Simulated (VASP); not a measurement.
# As in VASP: single point with r2SCAN+rVV10

Aim: the single point of As with r2SCAN+rVV10.

All numbers are computed with VASP 6.6.1; they aren't measurements. Logs are shortened: lines on timing, memory, paths and dates and some standing lists are left out, and cuts for length are marked.

## Step 1: The cell of the first run

The cell holds a slab with vacuum, 2 atoms: a = 3.619 Å, b = 3.619 Å, c = 22.500 Å, α = 90.00°, β = 90.00°, γ = 120.00°.

## Step 2: Single point, r2SCAN+rVV10

Contents of POSCAR:

```
As
1.0
    3.6188152177      0.0000000000      0.0000000000
   -1.8094076088      3.1339859101      0.0000000000
    0.0000000000      0.0000000000     22.5000000000
As
2
Direct
    0.6666666667      0.3333333333      0.6187340410
    0.0000000000      0.0000000000      0.6790868125
```

Contents of INCAR.step1:

```
PREC = Accurate ; ENCUT = 440
ISMEAR = 0 ; SIGMA = 0.04
LREAL = F ; LASPH = T
NELM = 120 ; LDIPOL = T
IDIPOL = 3 ; DIPOL = 0.5 0.5 0.649
NBANDS = 12 ; GGA = PE
ALGO = Normal ; EDIFF = 1E-5
LWAVE = T ; LCHARG = F
GGA_COMPAT = F ; NELMDL = -8
```

Contents of INCAR.step2:

```
PREC = Accurate ; ENCUT = 440
EDIFF = 1E-6 ; ISMEAR = 0
SIGMA = 0.04 ; LREAL = F
LASPH = T ; NELM = 120
ALGO = Normal ; ISIF = 2
LWAVE = F ; LCHARG = F
LDIPOL = T ; IDIPOL = 3
DIPOL = 0.5 0.5 0.649 ; METAGGA = R2SCAN
LMIXTAU = T ; LUSE_VDW = T
IVDW_NL = 2 ; BPARAM = 11.95
CPARAM = 0.0093 ; NBANDS = 12
ISTART = 1 ; GGA_COMPAT = F
```

Contents of KPOINTS:

```
regular mesh
0
Gamma
  12 12 1
```

Potentials or basis: VASP PAW PBE potentials, release 64 (As).

On the command line:

```sh
cat potpaw_PBE.64/As/POTCAR > POTCAR
cp INCAR.step1 INCAR
mpirun -np 1 vasp_std > vasp.out
cp INCAR.step2 INCAR
mpirun -np 1 vasp_std > vasp.out
```

OUTCAR:

```text
PREC = Accurate
   ENCUT = 440
   EDIFF = 1E-6
   ISMEAR = 0
   LREAL = F
   LASPH = T
   NELM = 120
   ISIF = 2
   METAGGA = R2SCAN
   IVDW_NL = 2
   BPARAM = 11.95
   ISTART = 1

 ion  position               nearest neighbor table
   1  0.667  0.333  0.619-   2 2.49   2 2.49   2 2.49
   2  0.000  0.000  0.679-   1 2.49   1 2.49   1 2.49

  LATTYP: Found a hexagonal cell.
 ALAT       =     3.6188152177
 C/A-ratio  =     6.2175045274

  Lattice vectors:

 A1 = (   3.6188152177,   0.0000000000,   0.0000000000)
 A2 = (  -1.8094076088,   3.1339859101,   0.0000000000)
 A3 = (   0.0000000000,   0.0000000000,  22.5000000000)

Analysis of symmetry for initial positions (statically):
=====================================================================
 Subroutine PRICEL returns:
 Original cell was already a primitive cell.

 Routine SETGRP: Setting up the symmetry group for a
 hexagonal supercell.

 Subroutine GETGRP returns: Found 12 space group operations
 (whereof  6 operations were pure point group operations)
 out of a pool of 24 trial point group operations.

The static configuration has the point symmetry C_3v.
 The point group associated with its full space group is D_3d.

Analysis of symmetry for dynamics (positions and initial velocities):
=====================================================================
 Subroutine PRICEL returns:
 Original cell was already a primitive cell.

 Routine SETGRP: Setting up the symmetry group for a
 hexagonal supercell.

 Subroutine GETGRP returns: Found 12 space group operations
 (whereof  6 operations were pure point group operations)
 out of a pool of 24 trial point group operations.

The dynamic configuration has the point symmetry C_3v.
 The point group associated with its full space group is D_3d.

 Subroutine INISYM returns: Found 12 space group operations
 (whereof  6 operations are pure point group operations),
 and found     1 'primitive' translations

----------------------------------------------------------------------------------------

                                     Primitive cell

  volume of cell :     255.1796

  direct lattice vectors                    reciprocal lattice vectors
     3.618815218  0.000000000  0.000000000     0.276333535  0.159541241  0.000000000
    -1.809407609  3.133985910  0.000000000     0.000000000  0.319082481  0.000000000
[... 94 lines left out ...]
   ISMEAR =     0;   SIGMA  =   0.04  broadening in eV -4-tet -1-fermi 0-gaus
   EFERMI_NEDOS =   21; number of points for ismear=-14 and -15
   IALGO  =     38    algorithm
   IMIX   =      4    mixing-type and parameters
     AMIX     =   0.40;   BMIX     =  1.00
     AMIX_MAG =   1.60;   BMIX_MAG =  1.00
  volume/ion in A,a.u.               =     127.59       861.02
  Fermi-wavevector in a.u.,A,eV,Ry     =   0.556066  1.050812  4.207046  0.309209
  Thomas-Fermi vector in A             =   1.590073
   LORBIT       =      0    0 simple, 1 ext, 2 COOP (PROOUT), +10 PAW based schemes
   METAGGA = R2SCAN    functional components
   LHFCALC =     F    Hartree Fock is set to
   AEXX    =    0.0000 exact exchange contribution
   IVDW_NL    =     2    kernel type
   BPARAM     =11.9500
   IVDW    =     0    specifies the selected vdW correction
   LEPSILON=     F    determine dielectric tensor
   LRPA    =     F    only Hartree local field effects (RPA)
 non-spin polarized calculation
 Gauss-broadening in eV      SIGMA  =   0.04
  energy-cutoff  :      440.00
  volume of cell :      255.18
 maximum number of plane-waves:      5376
 NGX is ok and might be reduce to    28
   NGX = 13   NGY = 13   NGZ = 77

 number of electron      10.0000000 magnetization

 dipolmoment           0.000000      0.000000     -0.000009 electrons x Angstroem

 Free energy of the ion-electron system (eV)
  ---------------------------------------------------
  ext. energy  EPLUGINS =         0.00000000
  ---------------------------------------------------
  free energy    TOTEN  =       -28.98453885 eV

  energy without entropy =      -28.98453885  energy(sigma->0) =      -28.98453885

 E-fermi :  -3.9929     XC(G=0):  -2.2568

 val. band max:       -4.2226092686   @ k =   0.0000   0.0000   0.0000
 cond. band min:      -2.1392936243   @ k =   0.3333   0.0000   0.0000
 fundamental gap:      2.0833156443
 Fermi energy:        -3.9928835752

 k-point     1 :       0.0000    0.0000    0.0000
  band No.  band energies     occupation
      1     -18.1306      2.00000
      2     -11.2752      2.00000
      3      -4.4203      2.00000
      4      -4.2226      2.00000
      5      -4.2226      2.00000
      6      -1.8553      0.00000
      7      -0.3777      0.00000
      8      -0.3777      0.00000
      9       1.4757      0.00000
     10       1.6273      0.00000
     11       2.1392      0.00000
     12       2.5922      0.00000
[... 256 lines left out ...]
 k-point    19 :       0.3333    0.3333    0.0000
  band No.  band energies     occupation
      1     -14.4132      2.00000
      2     -14.4132      2.00000
      3      -8.6186      2.00000
      4      -6.0298      2.00000
      5      -6.0298      2.00000
      6      -1.6398      0.00000
      7       1.0313      0.00000
      8       1.0313      0.00000
      9       4.6854      0.00000
     10       5.4218      0.00000
     11       5.4222      0.00000
     12       6.2072      0.00000

------------------------ aborting loop because EDIFF is reached ----------------------------------------

 vacuum level on the upper side and lower side of the slab       (xc-potential included)        -0.051        -0.069

  FORCE on cell =-STRESS in cart. coord.  units (eV):
  Direction    XX          YY          ZZ          XY          YZ          ZX
  --------------------------------------------------------------------------------------
  -------------------------------------------------------------------------------------
  Total       -0.7147824     -0.7147824      0.0963796     -0.0000000      0.0000000      0.0000000
  in kB       -4.4878513     -4.4878513      0.6051313     -0.0000000      0.0000000      0.0000000
  external PRESSURE =      -2.7901904 kB  Pullay stress =       0.0000000 kB

 VOLUME and BASIS-vectors are now :
 -----------------------------------------------------------------------------
  energy-cutoff  :      440.00
  volume of cell :      255.18
      direct lattice vectors                 reciprocal lattice vectors
     3.618815218  0.000000000  0.000000000     0.276333535  0.159541241  0.000000000
    -1.809407609  3.133985910  0.000000000     0.000000000  0.319082481  0.000000000
     0.000000000  0.000000000 22.500000000     0.000000000  0.000000000  0.044444444

 POSITION                                       TOTAL-FORCE (eV/Angst)
 -----------------------------------------------------------------------------------
      1.80941      1.04466     13.92152        -0.000000      0.000000     -0.081402
      0.00000      0.00000     15.27945         0.000000     -0.000000      0.081402
 -----------------------------------------------------------------------------------
    total drift:                               -0.000001      0.000001      0.000007

  FREE ENERGIE OF THE ION-ELECTRON SYSTEM (eV)
  ---------------------------------------------------
  free  energy   TOTEN  =       -28.9845388526 eV

  energy  without entropy=      -28.9845388526  energy(sigma->0) =      -28.98453885

 vacuum level on the upper side and lower side of the slab         1.659         1.623
```

OSZICAR.step1:

```text
N       E                     dE             d eps       ncg     rms          rms(c)
DAV:   1     0.555263549947E+02    0.55526E+02   -0.25953E+03   456   0.467E+02
DAV:   2    -0.306196369487E+01   -0.58588E+02   -0.51974E+02   664   0.908E+01
DAV:   3    -0.929548725380E+01   -0.62335E+01   -0.61667E+01   680   0.365E+01
DAV:   4    -0.938590747866E+01   -0.90420E-01   -0.90269E-01   560   0.478E+00
DAV:   5    -0.938739543685E+01   -0.14880E-02   -0.14879E-02   668   0.591E-01
DAV:   6    -0.938739948359E+01   -0.40467E-05   -0.40468E-05   604   0.303E-02
DAV:   7    -0.938739957374E+01   -0.90144E-07   -0.90094E-07   644   0.339E-03
DAV:   8    -0.938739957419E+01   -0.45202E-09   -0.49557E-09   388   0.245E-04    0.334E+00
DAV:   9    -0.934658346050E+01    0.40816E-01   -0.20187E-02   536   0.693E-01    0.200E+00
DAV:  10    -0.932450419393E+01    0.22079E-01   -0.43061E-02   568   0.102E+00    0.123E-01
DAV:  11    -0.932458461408E+01   -0.80420E-04   -0.16872E-03   568   0.203E-01    0.477E-02
DAV:  12    -0.932447590884E+01    0.10871E-03   -0.23876E-04   656   0.823E-02    0.205E-02
DAV:  13    -0.932446068301E+01    0.15226E-04   -0.28074E-05   600   0.235E-02    0.895E-03
DAV:  14    -0.932447609080E+01   -0.15408E-04   -0.32155E-05   584   0.204E-02    0.706E-03
DAV:  15    -0.932462980774E+01   -0.15372E-03   -0.50487E-05   544   0.224E-02    0.498E-03
DAV:  16    -0.932465950338E+01   -0.29696E-04   -0.76473E-07   572   0.420E-03    0.211E-03
DAV:  17    -0.932470977420E+01   -0.50271E-04   -0.16356E-06   584   0.522E-03    0.177E-03
DAV:  18    -0.932471997877E+01   -0.10205E-04   -0.12659E-07   452   0.135E-03    0.922E-04
DAV:  19    -0.932472995717E+01   -0.99784E-05   -0.30652E-07   480   0.144E-03
   1 F= -.93247300E+01 E0= -.93247300E+01  d E =-.136891E-17
```

It took 3.7 min on 1 thread of Intel Xeon 6975P-C (Granite Rapids), shared host; peak memory 0.81 GiB.

Results:

```
Free energy            : -28.9845 eV
Largest force          : 0.081 eV/Å
Band gap on the k mesh : 2.08 eV (least direct gap 2.32 eV)
```

Forces in eV/Å, atoms in the order of the input:
```
As   0.000  0.000 -0.081
As   0.000  0.000  0.081
```

Caveat: the PAW data sets were made with another functional, which shifts forces and pressure a little.
